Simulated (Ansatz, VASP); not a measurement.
BN in VASP and in Ansatz

INCAR

```
PREC = Accurate
ENCUT = 520
EDIFF = 1E-7
ISMEAR = 0
SIGMA = 0.05
LREAL = False
LASPH = True
NELM = 100
ALGO = Normal
ISIF = 2
LWAVE = False
LCHARG = True
GGA = CA
LELF = True
LVHAR = True
NBANDS = 11
```

File KPOINTS:

```
Automatic mesh
0
Gamma
  12 12 12
```

File POSCAR:

```
BN
1.0
    0.0000000000      1.6611808892      2.1595351560
    1.6611808892      0.0000000000      2.1595351560
    1.6611808892      1.6611808892      0.0000000000
B N
1 1
Direct
    0.0000000000      0.0000000000      0.0000000000
    0.7500000000      0.7500000000      0.7500000000
```

Input for Ansatz:

```yaml
crystal:
  lattice:
    - [0.0, 1.6611808892, 2.159535156]
    - [1.6611808892, 0.0, 2.159535156]
    - [1.6611808892, 1.6611808892, 0.0]
  atoms:
    - { symbol: B, position: [0.0, 0.0, 0.0] }
    - { symbol: "N", position: [0.75, 0.75, 0.75] }
basis:
  ecutwfc: 420
kpoints:
  mp_grid: { grid: [12, 12, 12] }
hamiltonian:
  xc: lda
scf:
  occupations: { method: gaussian, width: 0.05 }
output:
  forces: true
  stress: true
  eigenvalues: true
```

Alike in both runs: task single point; functional LDA; k mesh 12 × 12 × 12; occupations gaussian, width 0.05 eV; no spin polarisation.

|  | VASP | Ansatz |
| --- | --- | --- |
| version | VASP 6.6.1 | Ansatz 0.2.0 |
| potentials or method | VASP PAW LDA potentials, release 64 (B, N), cutoff 520 eV | scalar-relativistic, plane waves, PAW |
| valence electrons in the cell | 8 | 8 |

```tsv
	VASP	Ansatz	Ansatz less VASP
gap on the k mesh at the Fermi level (eV)	1.81	1.83	+0.020
least direct gap on the mesh (eV)	4.55	4.57	+0.018
pressure (GPa)	-11.7	-12.5	-0.80
traceless stress, the component that is largest in VASP (GPa)	-143.46	-143.44	+0.013
```

LDA's correlation is that of Perdew and Zunger in VASP and of Perdew and Wang (1992) in Ansatz.
